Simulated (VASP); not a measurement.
TiCo3: single point with PBEsol

The system is TiCo3.

```
Ti Co
1.0
     3.70848    0.00000    0.00000
     0.00000    3.70848    0.00000
     0.00000    0.00000    3.70848
Ti Co
1 3
Direct
  0.00000 0.00000 0.00000
  0.00000 0.50000 0.50000
  0.50000 0.00000 0.50000
  0.50000 0.50000 0.00000
```

```
Program             : VASP 6.6.1
Task                : single point
Functional          : PBEsol
Potentials or basis : VASP PAW PBE potentials, release 64 (Ti_sv, Co)
Cutoff              : 520 eV
k mesh              : 10 × 10 × 10
Occupations         : fermi-dirac, width 0.05 eV
Spin                : no spin polarisation
```

```
Pressure               : -26.2 GPa
Band gap on the k mesh : zero (an odd number of electrons rules out a gap without spin polarisation)
```

Levels at points of the mesh, in eV from the Fermi level:
```tsv
k point	band 16	band 17	band 18	band 19	band 20	band 21	band 22	band 23	band 24	band 25
(0.00, 0.00, 0.00)	-0.05	0.39	0.58	0.58	0.58	2.21	2.21	3.02	3.02	3.02
(0.50, 0.00, 0.00)	-0.59	-0.48	-0.48	-0.40	0.09	0.58	1.08	1.08	1.70	2.17
(0.50, 0.50, 0.00)	-1.02	-0.73	-0.65	-0.65	-0.30	-0.29	1.52	1.52	1.81	1.81
(0.50, 0.50, 0.50)	-0.78	0.13	0.40	0.40	0.40	0.68	0.68	0.68	1.87	1.87
```

It took 100 s on 1 thread of Intel Xeon 8259CL, with other jobs on the host, peak memory 0.21 GiB.

Caveat: the cell stands under tension; the PAW data sets were made with another functional, which shifts forces and pressure a little; the run has no spin polarisation, though such a crystal can be magnetic. Spin polarisation is off, so any magnetic state and its effect on volume and gap are missing.
